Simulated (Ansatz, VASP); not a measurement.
## Sn: VASP beside Ansatz

The input POSCAR:

```
Sn
1.0
    2.2595264257      1.3045381901      4.1900208549
   -2.2595264257      1.3045381901      4.1900208549
    0.0000000000     -2.6090763802      4.1900208549
Sn
2
Direct
    0.2275400000      0.2275400000      0.2275400000
    0.7724600000      0.7724600000      0.7724600000
```

The input INCAR.step1:

```
PREC     = Accurate       # precision mode
ENCUT    = 550            # plane-wave cutoff, eV
ISMEAR   = 0              # smearing method
SIGMA    = 0.1            # smearing width, eV
LREAL    = False          # projectors in reciprocal space
LASPH    = True           # aspherical terms in the spheres
NELM     = 120            # most SCF steps
NBANDS   = 21             # bands
GGA      = PE             # functional
ALGO     = Normal         # electronic algorithm
EDIFF    = 1E-5           # SCF threshold, eV
LWAVE    = True           # write WAVECAR
LCHARG   = False          # write CHGCAR
GGA_COMPAT= False
```

Contents of INCAR.step2:

```
PREC     = Accurate       # precision mode
ENCUT    = 550            # plane-wave cutoff, eV
EDIFF    = 1E-6           # SCF threshold, eV
ISMEAR   = 0              # smearing method
SIGMA    = 0.1            # smearing width, eV
LREAL    = False          # projectors in reciprocal space
LASPH    = True           # aspherical terms in the spheres
NELM     = 120            # most SCF steps
ALGO     = Normal         # electronic algorithm
ISIF     = 2              # what is computed and relaxed
LWAVE    = False          # write WAVECAR
LCHARG   = False          # write CHGCAR
METAGGA  = R2SCAN         # meta-GGA
LMIXTAU  = True         
NBANDS   = 21             # bands
ISTART   = 1            
GGA_COMPAT= False
```

KPOINTS

```
regular mesh
0
Gamma
  6 6 6
```

Input for Ansatz:

```yaml
crystal:
  lattice:
    - [2.2595264257, 1.3045381901, 4.1900208549]
    - [-2.2595264257, 1.3045381901, 4.1900208549]
    - [0.0, -2.6090763802, 4.1900208549]
  atoms:
    - { symbol: Sn, position: [0.22754, 0.22754, 0.22754] }
    - { symbol: Sn, position: [0.77246, 0.77246, 0.77246] }
basis:
  ecutwfc: 500
kpoints:
  mp_grid: { grid: [6, 6, 6] }
hamiltonian:
  xc: r2scan
scf:
  occupations: { method: gaussian, width: 0.1 }
  lower_state_search: "off"
output:
  forces: true
  stress: true
  eigenvalues: true
```

Alike in both runs: task single point; functional r2SCAN; k mesh 6 × 6 × 6; occupations gaussian, width 0.1 eV; no spin polarisation.

```csv
,VASP,Ansatz
version,VASP 6.6.1,Ansatz 0.2.0
potentials or method,"VASP PAW PBE potentials, release 64 (Sn_d), cutoff 550 eV","scalar-relativistic, plane waves, PAW"
valence electrons in the cell,28,28
```

|  | VASP | Ansatz | Ansatz less VASP |
| --- | --- | --- | --- |
| gap on the k mesh at the Fermi level (eV) | none | none | - |
| pressure (GPa) | -5.3 | -5.3 | +0.02 |
| traceless stress, the component that is largest in VASP (GPa) | -0.53 | -0.53 | +0.001 |
| rms of the force components (eV/Å) | 0.017 | 0.017 | +0.0010 |

VASP's potentials were made for PBE, not for r2SCAN. Atom by atom the forces differ by 0.001 eV/Å (rms over components). A gap of «none» marks a metal or a gap that the smearing closes.
